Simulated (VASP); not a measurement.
# CuSi16 (a cell with a defect) in VASP: further runs, part 2 of 2

VASP 6.6.1. The steps go on from the part before.

## (4) Single point, PBE

Contents of INCAR:

```
PREC = Accurate
ENCUT = 520
EDIFF = 1E-6
ISMEAR = 0
SIGMA = 0.05
LREAL = Auto
LASPH = True
NELM = 80
ALGO = Normal
ISIF = 2
LWAVE = False
LCHARG = False
GGA = PE
NELECT = 74.0
NBANDS = 52
```

Contents of KPOINTS:

```
regular mesh
0
Gamma
  2 2 2
```

Contents of POSCAR:

```
CuSi16
1.0
    0.0000000000      5.4300000000      5.4300000000
    5.4300000000      0.0000000000      5.4300000000
    5.4300000000      5.4300000000      0.0000000000
Si Cu
16 1
Direct
    0.0057465009      0.0033818600     -0.0080485267
    0.1123076427      0.1263824125      0.1347980663
   -0.0283526703      0.0094952118      0.5091904236
    0.1188546041      0.1355822284      0.6200393186
    0.0054706262      0.4987918048     -0.0076234807
    0.1357768877      0.6309155617      0.1024512891
    0.0128500000      0.5064969613      0.4737155617
    0.1179743094      0.6258315838      0.6203120626
    0.4899178637     -0.0143174954      0.0376909761
    0.6314684162      0.1287698895      0.1266341621
    0.5089091160      0.0061534991      0.5005844383
    0.6000784530      0.1174176796      0.6659276243
    0.5096969613      0.5012686004     -0.0127072744
    0.6311693370      0.6121582873      0.1274814917
    0.5077209024      0.4850555249      0.5014938306
    0.6387948435      0.6236766114      0.6146543278
    0.3393789134      0.8513490792      0.4585275322
```

Potentials or basis: VASP PAW PBE potentials, release 64 (Si, Cu).

On the command line:

```
$ cat potpaw_PBE.64/Si/POTCAR potpaw_PBE.64/Cu/POTCAR > POTCAR
$ mpirun -np 1 vasp_std > vasp.out
```

OUTCAR:

```text
PREC = Accurate
   ENCUT = 520
   EDIFF = 1E-6
   ISMEAR = 0
   LREAL = Auto
   LASPH = True
   NELM = 80
   ISIF = 2
   GGA = PE
   NELECT = 74.0

 ion  position               nearest neighbor table
   1  0.006  0.003  0.992-   4 2.33   6 2.34   2 2.34  10 2.35
   2  0.112  0.126  0.135-   5 2.34   1 2.34   3 2.35   9 2.38
   3  0.972  0.009  0.509-  12 2.34   2 2.35  17 2.35   8 2.41   4 2.41
   4  0.119  0.136  0.620-   7 2.33   1 2.33   3 2.41  11 2.45  17 2.47
   5  0.005  0.499  0.992-   8 2.33   6 2.34   2 2.34  14 2.35
   6  0.136  0.631  0.102-   7 2.33   1 2.34   5 2.34  13 2.35
   7  0.013  0.506  0.474-   6 2.33   4 2.33   8 2.33  16 2.35
   8  0.118  0.626  0.620-   7 2.33   5 2.33   3 2.41  15 2.45  17 2.47
   9  0.490  0.986  0.038-  12 2.33  14 2.35  10 2.35   2 2.38  17 2.64
  10  0.631  0.129  0.127-  13 2.34  11 2.34   1 2.35   9 2.35
  11  0.509  0.006  0.501-  12 2.32  10 2.34  17 2.36  16 2.40   4 2.45
  12  0.600  0.117  0.666-  15 2.32  11 2.32   9 2.33   3 2.34
  13  0.510  0.501  0.987-  16 2.34  10 2.34  14 2.34   6 2.35
  14  0.631  0.612  0.127-  13 2.34  15 2.35   5 2.35   9 2.35
  15  0.508  0.485  0.501-  12 2.32  14 2.35  17 2.36  16 2.40   8 2.45
[... 208 lines left out ...]
  band No.  band energies     occupation
      1      -5.8923      2.00000
      2      -3.5243      2.00000
      3      -3.5109      2.00000
      4      -3.4835      2.00000
      5      -3.4666      2.00000
      6      -2.0057      2.00000
[... 405 lines left out ...]
     48      10.4577      0.00000
     49      10.4897      0.00000
 [bands above 49 left out]

------------------------ aborting loop because EDIFF is reached ----------------------------------------

  FORCE on cell =-STRESS in cart. coord.  units (eV):
  Direction    XX          YY          ZZ          XY          YZ          ZX
  --------------------------------------------------------------------------------------
  -------------------------------------------------------------------------------------
  Total       -1.5243302     -2.1182357     -1.6172668      0.0140950     -0.1021123      0.6709576
  in kB       -7.6271126    -10.5987678     -8.0921283      0.0705256     -0.5109274      3.3571920
  external PRESSURE =      -8.7726696 kB  Pullay stress =       0.0000000 kB

 VOLUME and BASIS-vectors are now :
 -----------------------------------------------------------------------------
  energy-cutoff  :      520.00
  volume of cell :      320.21
      direct lattice vectors                 reciprocal lattice vectors
     0.000000000  5.430000000  5.430000000    -0.092081031  0.092081031  0.092081031
     5.430000000  0.000000000  5.430000000     0.092081031 -0.092081031  0.092081031
     5.430000000  5.430000000  0.000000000     0.092081031  0.092081031 -0.092081031

 POSITION                                       TOTAL-FORCE (eV/Angst)
 -----------------------------------------------------------------------------------
      5.40466      5.41750      0.04957         0.016667      0.002621     -0.007985
      1.41821      1.34178      1.29609        -0.016547      0.001381      0.018493
      2.81646      8.04095      5.32760         0.001547      0.013466      0.004646
      4.10303      4.01219      1.38159        -0.013544      0.001984     -0.008932
      8.09704      5.41831      2.73815        -0.000823     -0.004174     -0.016232
      3.98218      1.29358      4.16314         0.012738     -0.008198     -0.014170
[... 9 lines left out ...]
      6.72414      6.80623      6.85522         0.006100      0.023867     -0.017400
      7.11263      4.33263      6.46565         0.003696      0.008421     -0.002906
 -----------------------------------------------------------------------------------
    total drift:                                0.002472     -0.002059     -0.005449

  FREE ENERGIE OF THE ION-ELECTRON SYSTEM (eV)
  ---------------------------------------------------
  free  energy   TOTEN  =       -94.2201578997 eV

  energy  without entropy=      -94.2194715976  energy(sigma->0) =      -94.21981475
```

OSZICAR:

```text
N       E                     dE             d eps       ncg     rms          rms(c)
DAV:   1     0.330490303646E+03    0.33049E+03   -0.27610E+04   832   0.123E+03
[... 11 lines left out ...]
DAV:  13    -0.942240849364E+02   -0.42382E-02   -0.27406E-02  1332   0.343E+00    0.463E-01
DAV:  14    -0.942208465693E+02    0.32384E-02   -0.93503E-03  1336   0.213E+00    0.217E-01
DAV:  15    -0.942202205006E+02    0.62607E-03   -0.24112E-03  1280   0.102E+00    0.894E-02
DAV:  16    -0.942201994550E+02    0.21046E-04   -0.51685E-04  1320   0.146E-01    0.490E-02
DAV:  17    -0.942201676072E+02    0.31848E-04   -0.47275E-05  1376   0.174E-01    0.270E-02
DAV:  18    -0.942201570706E+02    0.10537E-04   -0.40794E-05  1368   0.152E-01    0.822E-03
DAV:  19    -0.942201578603E+02   -0.78970E-06   -0.22192E-05  1248   0.592E-02    0.370E-03
DAV:  20    -0.942201578997E+02   -0.39365E-07   -0.89451E-07   640   0.659E-03
   1 F= -.94220158E+02 E0= -.94219815E+02  d E =-.686302E-03
```

Run time: 13 min. Hardware: 1 thread of Intel Xeon 8259CL, shared host; peak memory 0.49 GiB.

What came out:

* Free energy: -94.2202 eV
* Largest force: 0.049 eV/Å

Forces on the atoms (eV/Å):
```
Si   0.017  0.003 -0.008
Si  -0.017  0.001  0.018
Si   0.002  0.013  0.005
Si  -0.014  0.002 -0.009
Si  -0.001 -0.004 -0.016
Si   0.013 -0.008 -0.014
Si   0.003 -0.006  0.003
Si   0.008  0.007  0.014
Si  -0.019 -0.027  0.029
Si  -0.001 -0.004 -0.004
Si  -0.004 -0.003 -0.030
Si  -0.040 -0.014  0.025
Si   0.018  0.009 -0.015
Si   0.005 -0.005  0.005
Si   0.018  0.003  0.017
Si   0.006  0.024 -0.017
Cu   0.004  0.008 -0.003
```

Levels at points of the mesh, in eV from the Fermi level:
```csv
k point,band 34,band 35,band 36,band 37,band 38,band 39,band 40,band 41
"(0.00, 0.00, 0.00)",-1.01,-0.65,-0.18,-0.08,0.08,0.40,0.59,0.62
"(0.50, 0.00, 0.00)",-0.95,-0.89,-0.88,-0.80,0.49,1.16,1.23,1.32
"(0.00, 0.50, 0.00)",-0.95,-0.90,-0.85,-0.74,0.55,1.12,1.25,1.30
"(0.00, 0.00, 0.50)",-0.91,-0.89,-0.66,-0.52,0.53,0.98,1.32,1.38
"(0.50, 0.50, 0.50)",-0.94,-0.91,-0.85,-0.74,0.55,1.12,1.25,1.30
"(0.50, 0.50, 0.00)",-1.54,-1.46,-1.43,-1.08,0.65,0.99,1.93,2.05
"(0.00, 0.50, 0.50)",-1.54,-1.46,-1.43,-1.08,0.65,0.99,1.92,2.05
"(0.50, 0.00, 0.50)",-1.51,-1.50,-1.41,-1.12,0.67,0.98,1.93,2.04
```

Caveat: the k points lie up to 0.50 Å⁻¹ apart; the cell carries a net charge on a neutralising background, which shifts energy and pressure; the cell is charged against a uniform background, so pressure and absolute levels hang on convention.

## (5) Single point, PBE

Contents of INCAR:

```
SYSTEM = CuSi16
PREC = Accurate
ENCUT = 520
EDIFF = 1E-6
ISMEAR = 0
SIGMA = 0.05
LREAL = Auto
LASPH = .TRUE.
NELM = 100
ALGO = Normal
ISIF = 2
LWAVE = .FALSE.
LCHARG = .FALSE.
GGA = PE
NELECT = 74.0
NBANDS = 52
```

Contents of KPOINTS:

```
Automatic mesh
0
G
  2 2 2
  0 0 0
```

Contents of POSCAR:

```
CuSi16
1.0
    0.0000000000      5.4300000000      5.4300000000
    5.4300000000      0.0000000000      5.4300000000
    5.4300000000      5.4300000000      0.0000000000
Si Cu
16 1
Direct
    0.0142202578     -0.0074051565     -0.0036563536
    0.1178486188      0.1248193370      0.1328049724
   -0.0388702578      0.0129354512      0.5127400552
    0.1182544199      0.1240304788      0.6239465009
    0.0142612339      0.4970868324     -0.0030339779
    0.1391713628      0.6205308471      0.1206122468
    0.0140844383      0.4964442910      0.4926717311
    0.1179172192      0.6329691529      0.6246711786
    0.5060666667     -0.0050250460      0.0041162063
    0.6397587477      0.1230020258      0.1180513812
    0.5059235727     -0.0061777164      0.4937869245
    0.5896792818      0.1362369245      0.6358807551
    0.5126083794      0.4959807551     -0.0038813076
    0.6398427256      0.6190581952      0.1188095764
    0.5060904236      0.5044559853      0.4947791897
    0.6396198895      0.6181611418      0.6231784530
    0.3323316759      0.8883930018      0.3875281768
```

On the command line:

```
$ cat potpaw_PBE.64/Si/POTCAR potpaw_PBE.64/Cu/POTCAR > POTCAR
$ mpirun -np 1 vasp_std > vasp.out
```

Run time: 13 min. Hardware: 1 thread of Intel Xeon 8259CL, shared host; peak memory 0.5 GiB.

It converged, with:

* Free energy: -94.2206 eV
* Largest force: 0.027 eV/Å

Forces on the atoms (eV/Å):
```
Si  -0.007  0.007 -0.012
Si   0.001 -0.021 -0.003
Si  -0.008  0.003 -0.003
Si   0.027 -0.003 -0.002
Si   0.007  0.004  0.007
Si   0.001 -0.001  0.000
Si  -0.006 -0.009  0.008
Si   0.002 -0.005 -0.018
Si  -0.007 -0.003  0.007
Si   0.005  0.001 -0.002
Si  -0.002 -0.001  0.000
Si  -0.003  0.009  0.008
Si  -0.005  0.004  0.003
Si   0.004 -0.004 -0.008
Si  -0.001  0.001  0.000
Si   0.001 -0.003  0.002
Cu  -0.009  0.020  0.013
```

Levels at points of the mesh, in eV from the Fermi level:
```csv
k point,band 35,band 36,band 37,band 38,band 39,band 40
"(0.00, 0.00, 0.00)",-0.65,-0.19,-0.18,0.18,0.61,0.61
"(0.50, 0.00, 0.00)",-0.91,-0.72,-0.72,0.42,1.26,1.34
"(0.00, 0.50, 0.00)",-0.84,-0.76,-0.68,0.59,1.09,1.28
"(0.00, 0.00, 0.50)",-0.84,-0.76,-0.68,0.59,1.09,1.28
"(0.50, 0.50, 0.50)",-0.84,-0.76,-0.67,0.58,1.08,1.28
"(0.50, 0.50, 0.00)",-1.43,-1.41,-0.96,0.67,1.06,2.02
"(0.00, 0.50, 0.50)",-1.44,-1.40,-0.96,0.67,1.06,2.02
"(0.50, 0.00, 0.50)",-1.43,-1.41,-0.96,0.67,1.06,2.02
```

Caveat: the k points lie up to 0.50 Å⁻¹ apart; the cell carries a net charge on a neutralising background, which shifts energy and pressure; the cell is charged against a uniform background, so pressure and absolute levels hang on convention.
